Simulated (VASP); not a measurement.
# TiNi (P4/mmm) in VASP: notebook, part 2 of 2

VASP 6.6.1. Earlier steps stand in the parts before.

### Step 3. Single point, PBEsol (strain -0.050 along x and y, -0.025 along z)

Contents of INCAR:

```
ALGO = Fast
EDIFF = 1E-6
ENCUT = 520
GGA = PS
ISIF = 2
ISMEAR = 0
LASPH = True
LCHARG = False
LREAL = False
LWAVE = False
NBANDS = 18
NELM = 60
PREC = Accurate
SIGMA = 0.15
```

Contents of KPOINTS:

```
k-points
0
Gamma
  18 18 14
```

Contents of POSCAR:

```
TiNi
1.0
    2.5990128500      0.0000000000      0.0000000000
    0.0000000000      2.5990128500      0.0000000000
    0.0000000000      0.0000000000      3.4918747500
Ti Ni
1 1
Direct
    0.5000000000      0.5000000000      0.5000000000
    0.0000000000      0.0000000000      0.0000000000
```

Potentials or basis: VASP PAW PBE potentials, release 64 (Ti_sv, Ni).

The run is started by

```console
> cat potpaw_PBE.64/Ti_sv/POTCAR potpaw_PBE.64/Ni/POTCAR > POTCAR
> mpirun -np 1 vasp_std > vasp.out
```

OUTCAR:

```text
EDIFF = 1E-6
   ENCUT = 520
   GGA = PS
   ISIF = 2
   ISMEAR = 0
   LASPH = True
   LREAL = False
   NELM = 60
   PREC = Accurate

 ion  position               nearest neighbor table
   1  0.500  0.500  0.500-   2 2.53   2 2.53   2 2.53   2 2.53   2 2.53   2 2.53   2 2.53   2 2.53

   2  0.000  0.000  0.000-   1 2.53   1 2.53   1 2.53   1 2.53   1 2.53   1 2.53   1 2.53   1 2.53

  LATTYP: Found a simple tetragonal cell.
 ALAT       =     2.5990128500
 C/A-ratio  =     1.3435388555

  Lattice vectors:

 A1 = (   2.5990128500,   0.0000000000,   0.0000000000)
 A2 = (   0.0000000000,   2.5990128500,   0.0000000000)
 A3 = (   0.0000000000,   0.0000000000,   3.4918747500)

Analysis of symmetry for initial positions (statically):
=====================================================================
 Subroutine PRICEL returns:
 Original cell was already a primitive cell.

 Routine SETGRP: Setting up the symmetry group for a
 simple tetragonal supercell.

 Subroutine GETGRP returns: Found 16 space group operations
[... 158 lines left out ...]

 Free energy of the ion-electron system (eV)
  ---------------------------------------------------
  ext. energy  EPLUGINS =         0.00000000
  ---------------------------------------------------
  free energy    TOTEN  =       -15.06896175 eV

  energy without entropy =      -15.04551688  energy(sigma->0) =      -15.05723932

 E-fermi :  10.8260     XC(G=0): -13.3353

 val. band max:       10.8257528503   @ k =   0.4444   0.3333   0.3571
 cond. band min:      10.8261628483   @ k =   0.1667   0.1111   0.2143
 fundamental gap:      0.0004099981
 Fermi energy:        10.8259806176

 k-point     1 :       0.0000    0.0000    0.0000
  band No.  band energies     occupation
      1     -45.5304      2.00000
      2     -21.8824      2.00000
      3     -21.3620      2.00000
      4     -21.3620      2.00000
      5       2.7080      2.00000
      6       6.2740      2.00000
[... 481 lines left out ...]
      5       5.4870      2.00000
      6       7.4573      2.00000
[... 10 lines left out ...]
     17      21.2845      0.00000
     18      23.4947      0.00000

 [... further k-points ...]
[... 5 lines left out ...]
  --------------------------------------------------------------------------------------
  -------------------------------------------------------------------------------------
  Total        2.6163761      2.6163761      2.4808462      0.0000000     -0.0000000     -0.0000000
  in kB      177.7195652    177.7195652    168.5135817      0.0000000     -0.0000000     -0.0000000
  external PRESSURE =     174.6509040 kB  Pullay stress =       0.0000000 kB

 VOLUME and BASIS-vectors are now :
 -----------------------------------------------------------------------------
  energy-cutoff  :      520.00
  volume of cell :       23.59
      direct lattice vectors                 reciprocal lattice vectors
     2.599012850  0.000000000  0.000000000     0.384761468  0.000000000  0.000000000
     0.000000000  2.599012850  0.000000000     0.000000000  0.384761468  0.000000000
     0.000000000  0.000000000  3.491874750     0.000000000  0.000000000  0.286379115

 POSITION                                       TOTAL-FORCE (eV/Angst)
 -----------------------------------------------------------------------------------
      1.29951      1.29951      1.74594         0.000000      0.000000      0.000000
      0.00000      0.00000      0.00000         0.000000      0.000000      0.000000
 -----------------------------------------------------------------------------------
    total drift:                               -0.000000      0.000000      0.000000

  FREE ENERGIE OF THE ION-ELECTRON SYSTEM (eV)
  ---------------------------------------------------
  free  energy   TOTEN  =       -15.0689617548 eV

  energy  without entropy=      -15.0455168806  energy(sigma->0) =      -15.05723932
```

OSZICAR:

```text
N       E                     dE             d eps       ncg     rms          rms(c)
DAV:   1     0.168342486352E+03    0.16834E+03   -0.11059E+04 16456   0.164E+03
DAV:   2    -0.312729255823E+01   -0.17147E+03   -0.16653E+03 16116   0.361E+02
DAV:   3    -0.170194846699E+02   -0.13892E+02   -0.13637E+02 24602   0.987E+01
[... 15 lines left out ...]
RMM:  19    -0.150689569999E+02   -0.36282E-05   -0.33823E-05 17033   0.319E-02    0.426E-03
RMM:  20    -0.150689589712E+02   -0.19713E-05   -0.19859E-05 16345   0.269E-02    0.332E-03
RMM:  21    -0.150689603147E+02   -0.13434E-05   -0.15551E-05 15746   0.245E-02    0.116E-03
RMM:  22    -0.150689611544E+02   -0.83970E-06   -0.11337E-05 14264   0.193E-02    0.531E-04
RMM:  23    -0.150689617548E+02   -0.60047E-06   -0.95426E-06 12154   0.165E-02
   1 F= -.15068962E+02 E0= -.15057239E+02  d E =-.234449E-01
```

stdout:

```text
POSCAR found type information on POSCAR TiNi
 POSCAR found :  2 types and       2 ions
 scaLAPACK will be used
 -----------------------------------------------------------------------------
|                                                                             |
|                                                                             |
|     You enforced a specific xc type in the INCAR file but a different       |
|     I HOPE YOU KNOW WHAT YOU ARE DOING!                                     |
|                                                                             |
 -----------------------------------------------------------------------------

 LDA part: xc-table for (Slater+PW92), standard interpolation
 POSCAR, INCAR and KPOINTS ok, starting setup
 FFT: planning ... GRIDC
 FFT: planning ... GRID_SOFT
 FFT: planning ... GRID
 WAVECAR not read
 entering main loop
WARNING in EDDRMM: call to ZHEGV failed, returncode =   8  4     11
WARNING in EDDRMM: call to ZHEGV failed, returncode =   8  4     15
WARNING in EDDRMM: call to ZHEGV failed, returncode =   6  3     10
WARNING in EDDRMM: call to ZHEGV failed, returncode =   8  4     14
WARNING in EDDRMM: call to ZHEGV failed, returncode =   6  3      6
```

Run time: 3.6 min. Hardware: 1 thread of Intel Xeon 6975P-C, shared host; peak memory 0.3 GiB.

What came out:

* Free energy: -15.0690 eV
* Pressure: 17.5 GPa
* Band gap on the k mesh: zero (band 11 reaches 13.32 eV, above the bottom of band 12 at 9.60 eV)

Caveat: the cell differs from its parent crystal (strain -0.050 along x and y, -0.025 along z); the PAW data sets were made with another functional, which shifts forces and pressure a little.

### Step 4. Single point, PBEsol (strain -0.050 along x and y, +0.000 along z)

Contents of INCAR:

```
PREC = Accurate ; ENCUT = 520
EDIFF = 1E-6 ; ISMEAR = 0
SIGMA = 0.15 ; LREAL = F
LASPH = T ; NELM = 60
ALGO = Fast ; ISIF = 2
LWAVE = F ; LCHARG = T
GGA = PS ; LELF = T
LVHAR = T ; NBANDS = 18
```

Contents of KPOINTS:

```
Automatic mesh
0
Gamma
  18 18 14
```

Changes to POSCAR since step 3:

```diff
@@ -4,3 +4,3 @@
     0.0000000000      2.5990128500      0.0000000000
-    0.0000000000      0.0000000000      3.4918747500
+    0.0000000000      0.0000000000      3.5814100000
 Ti Ni
```

The run is started by

```console
> cat potpaw_PBE.64/Ti_sv/POTCAR potpaw_PBE.64/Ni/POTCAR > POTCAR
> mpirun -np 1 vasp_std > vasp.out
```

Wall time 3.8 min (1 thread of Intel Xeon 6975P-C, shared host); peak memory 0.31 GiB.

It converged, with:

```
Free energy            : -15.1169 eV
Pressure               : 11.2 GPa
Band gap on the k mesh : zero (band 11 reaches 12.82 eV, above the bottom of band 12 at 9.31 eV)
```

Stress tensor (GPa, compression positive):
```
12.53  0.00  0.00
 0.00 12.53  0.00
 0.00  0.00  8.59
```

Levels at points of the mesh, in eV from the Fermi level:
```tsv
k point	band 9	band 10	band 11	band 12	band 13	band 14
(0.00, 0.00, 0.00)	-1.95	-1.14	-0.51	0.62	3.45	3.45
(0.50, 0.00, 0.00)	-1.77	-1.53	-1.12	-0.45	0.88	1.92
(0.50, 0.50, 0.00)	-0.62	0.20	2.38	2.38	2.89	2.89
(0.00, 0.00, 0.50)	-1.67	-1.67	-1.27	-1.10	1.61	2.45
(0.50, 0.00, 0.50)	-1.95	-0.05	0.05	0.07	1.01	2.63
(0.50, 0.50, 0.50)	-1.62	-1.50	-1.50	-0.62	3.07	5.27
```

Caveat: the cell differs from its parent crystal (strain -0.050 along x and y, +0.000 along z); the PAW data sets were made with another functional, which shifts forces and pressure a little. Spin polarisation is off, so any magnetic state and its effect on volume and gap are missing.

### Step 5. Overview

```csv
cell,gap on the mesh (eV),pressure (GPa)
"a = 2.599, b = 2.599, c = 3.402 Å, 2 atoms",none,24.6
"a = 2.599, b = 2.599, c = 3.492 Å, 2 atoms",none,17.5
"a = 2.599, b = 2.599, c = 3.581 Å, 2 atoms",none,11.2
```

Alike in all rows: task single point; level PBEsol; potentials or basis VASP PAW PBE potentials, release 64 (Ti_sv, Ni); no spin polarisation; k mesh 18 × 18 × 14; cutoff (eV) 520; smearing gaussian 0.15 eV.

Caveats: the PAW data sets were made with another functional, which shifts forces and pressure a little.

Absolute energies hang on the potentials; compare differences alone.
